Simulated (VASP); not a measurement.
Write the native input for VASP 6.6.1 that does the following.

| Property | Result |
| --- | --- |
| Task | relaxation of cell and atoms |
| Functional | PBEsol |
| Dispersion | D4 |
| Potentials or basis | VASP PAW PBE potentials, release 64 (Sb) |
| Cutoff | 600 eV |
| k mesh | 9 × 9 × 5 |
| Occupations | fermi-dirac, width 0.05 eV |
| Spin | no spin polarisation |
| Dipole correction | no |
| Further INCAR settings | ALGO = Normal; EDIFF = 1e-06; IBRION = 2; EDIFFG = -0.01; NSW = 60; ISIF = 3 |

The structure of Sb lies in POSCAR:

```
Sb
1.0
    3.3545324186      0.0000000000      0.0000000000
   -1.6772662093      2.9051102923      0.0000000000
    0.0000000000      0.0000000000      5.4701606500
Sb
2
Direct
    0.6666666667      0.3333333333      0.7500000000
    0.3333333333      0.6666666667      0.2500000000
```

These files were run (other wordings do the same):

INCAR

```
PREC = Accurate
ENCUT = 600
EDIFF = 1E-6
ISMEAR = -1
SIGMA = 0.05
LREAL = F
LASPH = T
NELM = 60
ALGO = Normal
ISIF = 3
LWAVE = F
LCHARG = F
GGA = PS
IVDW = 13
IBRION = 2
NSW = 60
EDIFFG = -0.01
```

KPOINTS

```
Automatic mesh
0
Gamma
  9 9 5
```

Potentials or basis: VASP PAW PBE potentials, release 64 (Sb).

The run is started by

```sh
$ cat potpaw_PBE.64/Sb/POTCAR > POTCAR
$ mpirun -np 1 vasp_std > vasp.out
```

It gave:

| Quantity | Value |
| --- | --- |
| Relaxed volume | 25.23 Å³/atom |
| Relaxed cell | a = 3.295 Å, b = 3.295 Å, c = 5.368 Å, α = 90.00°, β = 90.00°, γ = 120.00° |
| Space group after relaxing (to 0.05 Å) | P6_3/mmc (No. 194) |
| Energy gained by relaxing | 17.0 meV/atom |
| Ionic steps | 5 |
| Pressure after relaxing | 0.0 GPa |
| Band gap on the k mesh | zero (band 5 reaches 13.70 eV, above the bottom of band 6 at 6.27 eV) |
| Dispersion energy per atom | -0.347 eV |

Caveat: the PAW data sets were made with another functional, which shifts forces and pressure a little; spin-orbit coupling is left out, which moves the levels of the heavy elements; pairwise dispersion overbinds metals, which lowers pressure and volume.

Wall time 42 s on 1 thread of Intel Xeon 6975P-C (shared host), peak memory 0.2 GiB.
